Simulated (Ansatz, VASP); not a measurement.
## Two plane-wave programs on Sn

```
Sn
1.0
     3.37469    0.00000    0.00000
    -1.68734    2.92257    0.00000
     0.00000    0.00000    5.46613
Sn
2
Direct
  0.33333 0.66667 0.25000
  0.66667 0.33333 0.75000
```

Alike in both runs: functional r2SCAN; k mesh 12 × 12 × 8; occupations gaussian, width 0.1 eV; no spin polarisation.

Ansatz relaxed the structure, and its values are those at the end. VASP's run is a single point on that final structure, the one shown.

|  | VASP | Ansatz |
| --- | --- | --- |
| version | VASP 6.6.1 | Ansatz 0.2.0 |
| potentials or method | VASP PAW PBE potentials, release 64 (Sn_d), cutoff 520 eV | scalar-relativistic, plane waves, PAW |
| valence electrons in the cell | 28 | 28 |

```csv
,VASP,Ansatz,Ansatz less VASP
gap on the k mesh at the Fermi level (eV),none,none,-
pressure (GPa),0.0,0.0,0.00
```

VASP's potentials were made for PBE, not for r2SCAN. A gap of «none» marks a metal or a gap that the smearing closes.
